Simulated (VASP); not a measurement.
# Sr2O5 (cubic X2O5 type) (Pn-3m) in VASP: a series of runs

Sr2O5 (cubic X2O5 type) is run at these levels: PBE; tasks: single point.

All numbers are computed with VASP 6.6.1; they aren't measurements. Logs are shortened: lines on timing, memory, paths and dates and some standing lists are left out, and cuts for length are marked.

## Step 1: The cell of the first run

The structure is cubic, space group Pn-3m (No. 224). Conventional cell: a = 5.726 Å, b = 5.726 Å, c = 5.726 Å, α = 90.00°, β = 90.00°, γ = 90.00°. Within 3.3 Å of Sr (site symmetry -3m) lie 12 O at 2.48 to 2.86 Å. Within 3.3 Å of O (site symmetry -3m) lie 6 O at 2.48 Å and 6 Sr at 2.86 Å. O (site symmetry -42m) has 4 Sr at 2.48 Å and 8 O at 2.48 to 2.86 Å within 3.3 Å.

## Step 2: Single point, PBE

The input, INCAR:

```
SYSTEM = Sr2O5
PREC = Accurate
ENCUT = 520
EDIFF = 1E-6
ISMEAR = -1
SIGMA = 0.06122561905347299
LREAL = .False.
LASPH = .True.
NELM = 100
ALGO = Normal
ISIF = 2
LWAVE = .False.
LCHARG = .False.
GGA = PE
NBANDS = 63
```

The input, KPOINTS:

```
regular mesh
0
Gamma
  10 10 10
  0 0 0
```

The input, POSCAR:

```
Sr2O5
1.0
    5.7259888680      0.0000000000      0.0000000000
    0.0000000000      5.7259888680      0.0000000000
    0.0000000000      0.0000000000      5.7259888680
Sr O
4 10
Direct
    0.0000000000      0.0000000000      0.0000000000
    0.5000000000      0.5000000000      0.0000000000
    0.5000000000      0.0000000000      0.5000000000
    0.0000000000      0.5000000000      0.5000000000
    0.5000000000      0.0000000000      0.0000000000
    0.0000000000      0.5000000000      0.0000000000
    0.0000000000      0.0000000000      0.5000000000
    0.5000000000      0.5000000000      0.5000000000
    0.7500000000      0.7500000000      0.2500000000
    0.7500000000      0.2500000000      0.7500000000
    0.2500000000      0.7500000000      0.7500000000
    0.7500000000      0.2500000000      0.2500000000
    0.2500000000      0.7500000000      0.2500000000
    0.2500000000      0.2500000000      0.7500000000
```

Potentials or basis: VASP PAW PBE potentials, release 64 (Sr_sv, O).

Run with:

```sh
$ cat potpaw_PBE.64/Sr_sv/POTCAR potpaw_PBE.64/O/POTCAR > POTCAR
$ mpirun -np 1 vasp_std > vasp.out
```

OUTCAR:

```text
SYSTEM = Sr2O5
   PREC = Accurate
   ENCUT = 520
   EDIFF = 1E-6
   ISMEAR = -1
   LREAL = .False.
   LASPH = .True.
   NELM = 100
   ISIF = 2
   GGA = PE

 ion  position               nearest neighbor table
   1  0.000  0.000  0.000-   9 2.48  10 2.48  11 2.48  12 2.48  13 2.48  14 2.48   5 2.86   6 2.86
                             7 2.86   7 2.86   6 2.86   5 2.86   3 4.05   4 4.05   2 4.05   2 4.05
   2  0.500  0.500  0.000-   9 2.48  10 2.48  11 2.48  12 2.48  13 2.48  14 2.48   5 2.86   6 2.86
                             8 2.86   8 2.86   5 2.86   6 2.86   3 4.05   4 4.05   1 4.05   1 4.05
   3  0.500  0.000  0.500-   9 2.48  10 2.48  11 2.48  12 2.48  13 2.48  14 2.48   5 2.86   7 2.86
                             8 2.86   5 2.86   8 2.86   7 2.86   1 4.05   2 4.05   1 4.05   2 4.05
   4  0.000  0.500  0.500-   9 2.48  10 2.48  11 2.48  12 2.48  13 2.48  14 2.48   6 2.86   7 2.86
                             8 2.86   6 2.86   7 2.86   8 2.86   1 4.05   2 4.05   1 4.05   1 4.05
   5  0.500  0.000  0.000-   1 2.86   2 2.86   3 2.86   3 2.86   2 2.86   1 2.86
   6  0.000  0.500  0.000-   1 2.86   2 2.86   4 2.86   4 2.86   1 2.86   2 2.86
   7  0.000  0.000  0.500-   1 2.86   3 2.86   4 2.86   1 2.86   4 2.86   3 2.86
   8  0.500  0.500  0.500-   2 2.86   3 2.86   4 2.86   2 2.86   3 2.86   4 2.86
   9  0.750  0.750  0.250-   1 2.48   2 2.48   3 2.48   4 2.48
  10  0.750  0.250  0.750-   1 2.48   2 2.48   3 2.48   4 2.48
  11  0.250  0.750  0.750-   1 2.48   2 2.48   3 2.48   4 2.48
  12  0.750  0.250  0.250-   1 2.48   2 2.48   3 2.48   4 2.48
  13  0.250  0.750  0.250-   1 2.48   2 2.48   3 2.48   4 2.48
  14  0.250  0.250  0.750-   1 2.48   2 2.48   3 2.48   4 2.48

  LATTYP: Found a simple cubic cell.
 ALAT       =     5.7259888680

  Lattice vectors:

 A1 = (   5.7259888680,   0.0000000000,   0.0000000000)
 A2 = (   0.0000000000,   5.7259888680,   0.0000000000)
 A3 = (   0.0000000000,   0.0000000000,   5.7259888680)

Analysis of symmetry for initial positions (statically):
=====================================================================
 Subroutine PRICEL returns:
 Original cell was already a primitive cell.

 Routine SETGRP: Setting up the symmetry group for a
 simple cubic supercell.

 Subroutine GETGRP returns: Found 48 space group operations
 (whereof 12 operations were pure point group operations)
 out of a pool of 48 trial point group operations.

The static configuration has the point symmetry D_3d.
 The point group associated with its full space group is O_h .

Analysis of symmetry for dynamics (positions and initial velocities):
=====================================================================
 Subroutine PRICEL returns:
 Original cell was already a primitive cell.

 Routine SETGRP: Setting up the symmetry group for a
 simple cubic supercell.

 Subroutine GETGRP returns: Found 48 space group operations
 (whereof 12 operations were pure point group operations)
 out of a pool of 48 trial point group operations.

The dynamic configuration has the point symmetry D_3d.
 The point group associated with its full space group is O_h .

 Subroutine INISYM returns: Found 48 space group operations
 (whereof 12 operations are pure point group operations),
 and found     1 'primitive' translations

----------------------------------------------------------------------------------------

                                     Primitive cell

  volume of cell :     187.7377

  direct lattice vectors                    reciprocal lattice vectors
     5.725988868  0.000000000  0.000000000     0.174642323  0.000000000  0.000000000
     0.000000000  5.725988868  0.000000000     0.000000000  0.174642323  0.000000000
     0.000000000  0.000000000  5.725988868     0.000000000  0.000000000  0.174642323

  length of vectors
     5.725988868  5.725988868  5.725988868     0.174642323  0.174642323  0.174642323

  position of ions in fractional coordinates (direct lattice)
     0.000000000  0.000000000  0.000000000
     0.500000000  0.500000000  0.000000000
     0.500000000  0.000000000  0.500000000
     0.000000000  0.500000000  0.500000000
     0.500000000  0.000000000  0.000000000
     0.000000000  0.500000000  0.000000000
     0.000000000  0.000000000  0.500000000
     0.500000000  0.500000000  0.500000000
[... 36 lines left out ...]
     0.000000000  0.017464232  0.000000000     0.000000000  0.100000000  0.000000000
     0.000000000  0.000000000  0.017464232     0.000000000  0.000000000  0.100000000

  Length of vectors
     0.017464232  0.017464232  0.017464232

  Shift w.r.t. Gamma in fractional coordinates (k-lattice)
     0.000000000  0.000000000  0.000000000

 Subroutine IBZKPT returns following result:
 ===========================================

 Found     56 irreducible k-points:

 Following reciprocal coordinates:
            Coordinates               Weight
  0.000000  0.000000  0.000000      1.000000
  0.100000  0.000000  0.000000      6.000000
  0.200000  0.000000  0.000000      6.000000
  0.300000  0.000000  0.000000      6.000000
  0.400000  0.000000  0.000000      6.000000
  0.500000  0.000000  0.000000      3.000000
[... 16 lines left out ...]
  0.200000  0.100000  0.100000     24.000000
  0.300000  0.100000  0.100000     24.000000
 [... further k-points ...]
   k-points           NKPTS =     56   k-points in BZ     NKDIM =     56   number of bands    NBANDS=     63
   number of dos      NEDOS =    301   number of ions     NIONS =     14
   total plane-waves  NPLWV = 110592
   dimension x,y,z NGX =    48 NGY =   48 NGZ =   48
   dimension x,y,z NGXF=    96 NGYF=   96 NGZF=   96
   ions per type =               4  10
   NGX,Y,Z   is equivalent  to a cutoff of  13.94, 13.94, 13.94 a.u.
   NGXF,Y,Z  is equivalent  to a cutoff of  27.87, 27.87, 27.87 a.u.
 SYSTEM =  Sr2O5
   PREC   = accura    normal or accurate (medium, high low for compatibility)
   ISTART =      0    job   : 0-new  1-cont  2-samecut
   ICHARG =      2    charge: 1-file 2-atom 10-const
   ISPIN  =      1    spin polarized calculation?
   LNONCOLLINEAR =      F non collinear calculations
   LSORBIT =      F    spin-orbit coupling
   LASPH  =      T    aspherical Exc in radial PAW
   ENCUT  =  520.0 eV  38.22 Ry    6.18 a.u.  10.65 10.65 10.65*2*pi/ulx,y,z
   NELM   =    100;   NELMIN=  2; NELMDL= -5     # of ELM steps
   EDIFF  = 0.1E-05   stopping-criterion for ELM
   LREAL  =      F    real-space projection
   EDIFFG = 0.1E-04   stopping-criterion for IOM
   NSW    =      0    number of steps for IOM
   IBRION =     -1    ionic relax: 0-MD 1-quasi-New 2-CG
   NFREE  =      0    steps in history (QN), initial steepest desc. (CG)
   ISIF   =      2    stress and relaxation
   ISYM   =      2    0-nonsym 1-usesym 2-fastsym
   POTIM  = 0.5000    time-step for ionic-motion
   TEBEG  =    0.0;   TEEND  =   0.0 temperature during run
   PSTRESS=    0.0 pullay stress
   NELECT =     100.0000    total number of electrons
   NUPDOWN=      -1.0000    fix difference up-down
   EMIN   =  10.00;   EMAX   =-10.00  energy-range for DOS
   EFERMI =   0.00;   METHOD = LEGACY
   ISMEAR =    -1;   SIGMA  =   0.06  broadening in eV -4-tet -1-fermi 0-gaus
   EFERMI_NEDOS =   21; number of points for ismear=-14 and -15
   IALGO  =     38    algorithm
   IMIX   =      4    mixing-type and parameters
     AMIX     =   0.40;   BMIX     =  1.00
     AMIX_MAG =   1.60;   BMIX_MAG =  1.00
  volume/ion in A,a.u.               =      13.41        90.49
  Fermi-wavevector in a.u.,A,eV,Ry     =   1.327061  2.507782 23.961109  1.761092
  Thomas-Fermi vector in A             =   2.456402
   LORBIT       =      0    0 simple, 1 ext, 2 COOP (PROOUT), +10 PAW based schemes
   GGA     = PE    functional components
   LHFCALC =     F    Hartree Fock is set to
   AEXX    =    0.0000 exact exchange contribution
   IVDW    =     0    specifies the selected vdW correction
   LEPSILON=     F    determine dielectric tensor
   LRPA    =     F    only Hartree local field effects (RPA)
 non-spin polarized calculation
  energy-cutoff  :      520.00
  volume of cell :      187.74
 maximum number of plane-waves:      5080
 NGX is ok and might be reduce to    48
   NGX = 21   NGY = 21   NGZ = 21

 number of electron     100.0000045 magnetization

 Free energy of the ion-electron system (eV)
  ---------------------------------------------------
  ext. energy  EPLUGINS =         0.00000000
  ---------------------------------------------------
  free energy    TOTEN  =       -65.75414998 eV

  energy without entropy =      -65.43958104  energy(sigma->0) =      -65.59686551

 E-fermi :   1.2672     XC(G=0): -10.3895

 val. band max:        1.2652628123   @ k =   0.5000   0.1000   0.0000
 cond. band min:       1.2674448036   @ k =   0.3000   0.3000   0.1000
 fundamental gap:      0.0021819913
 Fermi energy:         1.2671653245

 k-point     1 :       0.0000    0.0000    0.0000
  band No.  band energies     occupation
      1     -30.6162      2.00000
      2     -30.5388      2.00000
      3     -30.5388      2.00000
      4     -30.5388      2.00000
      5     -16.2094      2.00000
      6     -16.1655      2.00000
[... 1549 lines left out ...]
     61       9.6693      0.00000
     62       9.7815      0.00000

 [... further k-points ...]

 [bands above 62 left out]

------------------------ aborting loop because EDIFF is reached ----------------------------------------

  FORCE on cell =-STRESS in cart. coord.  units (eV):
  Direction    XX          YY          ZZ          XY          YZ          ZX
  --------------------------------------------------------------------------------------
  -------------------------------------------------------------------------------------
  Total        4.6023258      4.6023258      4.6023258     -0.0000000      0.0000000     -0.0000000
  in kB       39.2768316     39.2768316     39.2768316     -0.0000000      0.0000000     -0.0000000
  external PRESSURE =      39.2768316 kB  Pullay stress =       0.0000000 kB

 VOLUME and BASIS-vectors are now :
 -----------------------------------------------------------------------------
  energy-cutoff  :      520.00
  volume of cell :      187.74
      direct lattice vectors                 reciprocal lattice vectors
     5.725988868  0.000000000  0.000000000     0.174642323  0.000000000  0.000000000
     0.000000000  5.725988868  0.000000000     0.000000000  0.174642323  0.000000000
     0.000000000  0.000000000  5.725988868     0.000000000  0.000000000  0.174642323

 POSITION                                       TOTAL-FORCE (eV/Angst)
 -----------------------------------------------------------------------------------
      0.00000      0.00000      0.00000        -0.000000      0.000000      0.000000
      2.86299      2.86299      0.00000        -0.000000      0.000000      0.000000
      2.86299      0.00000      2.86299        -0.000000      0.000000      0.000000
      0.00000      2.86299      2.86299        -0.000000      0.000000      0.000000
      2.86299      0.00000      0.00000        -0.000000      0.000000      0.000000
      0.00000      2.86299      0.00000        -0.000000      0.000000      0.000000
      0.00000      0.00000      2.86299        -0.000000      0.000000      0.000000
      2.86299      2.86299      2.86299        -0.000000      0.000000      0.000000
      4.29449      4.29449      1.43150        -0.000000     -0.000000     -0.000000
      4.29449      1.43150      4.29449         0.000000     -0.000000     -0.000000
      1.43150      4.29449      4.29449         0.000000      0.000000      0.000000
      4.29449      1.43150      1.43150         0.000000     -0.000000     -0.000000
      1.43150      4.29449      1.43150        -0.000000      0.000000      0.000000
      1.43150      1.43150      4.29449         0.000000     -0.000000     -0.000000
 -----------------------------------------------------------------------------------
    total drift:                               -0.000000      0.000000      0.000000

  FREE ENERGIE OF THE ION-ELECTRON SYSTEM (eV)
  ---------------------------------------------------
  free  energy   TOTEN  =       -65.7541499754 eV

  energy  without entropy=      -65.4395810360  energy(sigma->0) =      -65.59686551
```

Wall time 20 min (1 thread of Intel Xeon Platinum 8259CL at 2.50GHz (Skylake/Cascade Lake), shared host); peak memory 0.61 GiB.

Results:

```
Free energy            : -65.7541 eV
Pressure               : 3.9 GPa
Band gap on the k mesh : zero (bands 50 and 51 overlap by 0.23 eV)
```

Levels at points of the mesh, in eV from the Fermi level:
| k point | band 46 | band 47 | band 48 | band 49 | band 50 | band 51 | band 52 | band 53 | band 54 | band 55 |
| --- | --- | --- | --- | --- | --- | --- | --- | --- | --- | --- |
| (0.00, 0.00, 0.00) | -0.74 | -0.74 | 0.05 | 0.05 | 0.05 | 0.38 | 0.38 | 0.38 | 0.43 | 0.43 |
| (0.50, 0.00, 0.00) | -0.59 | -0.43 | -0.43 | -0.24 | -0.24 | -0.03 | -0.03 | 0.01 | 0.01 | 0.14 |
| (0.50, 0.50, 0.00) | -0.25 | -0.24 | -0.24 | -0.20 | -0.20 | 0.21 | 0.21 | 0.32 | 0.32 | 0.37 |
| (0.50, 0.50, 0.50) | -0.96 | -0.96 | -0.12 | -0.12 | -0.10 | -0.10 | -0.10 | 0.07 | 0.07 | 0.07 |

Caveat: the cell stands under pressure; semilocal functionals underestimate gaps, and a narrow one can read as zero.

## Step 3: Single point, PBE

This run uses another cell than the first one, of 14.25 Å³/atom.

The input, INCAR:

```
  PREC = Accurate
  ENCUT = 520
  EDIFF = 1E-7
  ISMEAR = -1
  SIGMA = 0.06122561905347299
  LREAL = F
  LASPH = T
  NELM = 100
  ALGO = Normal
  ISIF = 2
  LWAVE = F
  LCHARG = F
  GGA = PE
  NBANDS = 63
```

The input, KPOINTS:

```
regular mesh
0
Gamma
  10 10 10
```

POSCAR: that of step 2 with these lines changed.

```diff
@@ -2,5 +2,5 @@
 1.0
-    5.7259888680      0.0000000000      0.0000000000
-    0.0000000000      5.7259888680      0.0000000000
-    0.0000000000      0.0000000000      5.7259888680
+    5.8428779192      0.0000000000      0.0000000000
+    0.0000000000      5.8428779192      0.0000000000
+    0.0000000000      0.0000000000      5.8428779192
 Sr O
```

Potentials or basis: VASP PAW PBE potentials, release 64 (Sr_sv, O).

Run with:

```sh
$ cat potpaw_PBE.64/Sr_sv/POTCAR potpaw_PBE.64/O/POTCAR > POTCAR
$ mpirun -np 1 vasp_std > vasp.out
```

It took 26 min on 1 thread of Oxide Virtual Turin-like, shared host; peak memory 0.61 GiB.

The run converged. Its results:

```yaml
Free_energy: -65.8593 eV
Pressure: -1.1 GPa
Band_gap_on_the_k_mesh: zero (bands 50 and 51 overlap by 0.21 eV)
```

Levels at points of the mesh, in eV from the Fermi level:
```
           k point  band 48  band 49  band 50  band 51  band 52  band 53
(0.00, 0.00, 0.00)     0.06     0.06     0.06     0.35     0.35     0.35
(0.50, 0.00, 0.00)    -0.41    -0.21    -0.21    -0.02    -0.02     0.02
(0.50, 0.50, 0.00)    -0.23    -0.20    -0.20     0.20     0.20     0.29
(0.50, 0.50, 0.50)    -0.09    -0.09    -0.08    -0.08    -0.08     0.07
```

Caveat: semilocal functionals underestimate gaps, and a narrow one can read as zero.
